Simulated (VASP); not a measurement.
## GaN: single point with LDA

GaN:

```
CELL_PARAMETERS angstrom
3.18000 0.00000 0.00000
-1.59000 2.75396 0.00000
0.00000 0.00000 5.16600
ATOMIC_POSITIONS crystal
Ga 0.33333 0.66667 0.99897
Ga 0.66667 0.33333 0.49897
N 0.33333 0.66667 0.37603
N 0.66667 0.33333 0.87603
```

| Quantity | Value |
| --- | --- |
| Program | VASP 6.6.1 |
| Task | single point |
| Functional | LDA |
| Potentials or basis | VASP PAW LDA potentials, release 64 (Ga_d, N) |
| Cutoff | 520 eV |
| k mesh | 9 × 9 × 6 |
| Occupations | gaussian, width 0.01 eV |
| Spin | no spin polarisation |

```yaml
Pressure: -3.5 GPa
Band_gap_on_the_k_mesh: 2.00 eV, direct
```

Stress tensor (GPa, compression positive):
```
-3.80  0.00  0.00
 0.00 -3.80  0.00
 0.00  0.00 -2.77
```

Levels at points of the mesh, in eV from the valence-band top:
| k point | band 14 | band 15 | band 16 | band 17 | band 18 | band 19 | band 20 | band 21 | band 22 | band 23 |
| --- | --- | --- | --- | --- | --- | --- | --- | --- | --- | --- |
| (0.00, 0.00, 0.00) | -1.06 | -1.06 | -0.03 | 0.00 | 0.00 | 2.00 | 4.20 | 9.12 | 9.74 | 9.74 |
| (0.00, 0.00, 0.50) | -3.85 | -0.55 | -0.55 | -0.55 | -0.55 | 4.25 | 4.25 | 8.37 | 8.37 | 10.27 |

Wall time 59 s on 1 thread of Intel(R) Xeon(R) Platinum 8259CL CPU @ 2.50GHz (Skylake/Cascade Lake), with other jobs on the host, peak memory 0.17 GiB.
